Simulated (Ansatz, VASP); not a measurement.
**One calculation of IrPt2, two programs**

```
CELL_PARAMETERS angstrom
0.00000 2.81238 2.81238
2.81238 0.00000 2.81238
2.81238 2.81238 0.00000
ATOMIC_POSITIONS crystal
Ir 0.25000 0.25000 0.25000
Pt 0.50000 0.50000 0.50000
Pt 0.75000 0.75000 0.75000
```

Alike in both runs: task relaxation of cell and atoms; functional PBE; k mesh 6 × 6 × 6; occupations gaussian, width 0.2 eV; no spin polarisation.

|  | VASP | Ansatz |
| --- | --- | --- |
| version | VASP 6.6.1 | Ansatz 0.2.0 |
| potentials or method | VASP PAW PBE potentials, release 64 (Ir, Pt), cutoff 500 eV | scalar-relativistic, plane waves, PAW |
| valence electrons in the cell | 29 | 53 |

Ansatz gave:

* gap on the k mesh at the Fermi level, each at its own relaxed structure (eV): none
* relaxed volume (Å³/atom): 18.12
* relaxed cell length with the largest relative difference (Å): 4.252

Question: Which values does VASP return?

Answer: gap on the k mesh at the Fermi level, each at its own relaxed structure (eV): none; relaxed volume (Å³/atom): 18.08; relaxed cell length with the largest relative difference (Å): 4.249.

A gap of «none» marks a metal or a gap that the smearing closes. VASP's potentials hold 29 valence electrons a cell and Ansatz's 53, so a difference there can come from the potentials and not from the codes.

Neither program's run includes spin-orbit coupling. Noted on VASP's run: the volume moved by over 15 % at a fixed basis, so the end points are rough.
